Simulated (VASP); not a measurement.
Input of a VASP 6.6.1 run:

The input INCAR:

```
PREC = Accurate ; ENCUT = 520
EDIFF = 1E-6 ; ISMEAR = -1
SIGMA = 0.1 ; LREAL = False
LASPH = True ; NELM = 60
ALGO = Normal ; ISIF = 2
LWAVE = False ; LCHARG = False
GGA = PE ; NBANDS = 13
```

File KPOINTS:

```
regular mesh
0
Gamma
  4 4 4
```

POSCAR

```
W
1.0
    2.8708540000      0.0000000000      0.0000000000
    1.4354270000      2.4862324946      0.0000000000
    1.4354270000      0.8287441649      2.3440424753
W
1
Direct
    0.0000000000      0.0000000000      0.0000000000
```

Potentials or basis: VASP PAW PBE potentials, release 64 (W_sv).

Run with:

```sh
$ cat potpaw_PBE.64/W_sv/POTCAR > POTCAR
$ mpirun -np 1 vasp_std > vasp.out
```

(1) What does it give for the pressure?

(2) Predict the band gap on the k mesh.

## Answers

(1) -4.8 GPa.

(2) zero (band 7 reaches 13.18 eV, above the bottom of band 8 at 9.72 eV).

Caveat: the k points lie up to 0.67 Å⁻¹ apart; spin-orbit coupling is left out, which moves the levels of the heavy elements.
